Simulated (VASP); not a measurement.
Runs of VASP 6.6.1 on Os4C. The structure is that of space group Im-3m (No. 229), or close to it. The cells are those of the table. 

```csv
task,cell,k mesh,cutoff (eV),gap on the mesh (eV),pressure (GPa)
relaxation of cell and atoms,"relaxed from a = 4.521 Å, angles 109.5°, 5 atoms",6 × 6 × 6,600,-,0.0
single point,"a = 4.507 Å, angles 109.5°, 5 atoms",6 × 6 × 6,520,none,(a)
single point,"a = 4.521 Å, angles 109.5°, 5 atoms",6 × 6 × 6,520,none,-2.4
single point,"a = 4.508 Å, angles 109.5°, 5 atoms",10 × 10 × 10,520,none,0.5
```

Alike in all rows: level PBE; potentials or basis VASP PAW PBE potentials, release 64 (Os, C); no spin polarisation; smearing gaussian 0.1 eV.

Problem. Fill in the values left out.

Solution. (a) 0.4.

Caveats: spin-orbit coupling is left out, which moves the levels of the heavy elements; the bands computed are all filled at some k points, so no gap is given (some runs).

A k mesh can miss the band edges, and the runs leave out spin-orbit coupling on Os.

A gap of «none» marks levels without a gap at the run's occupations.
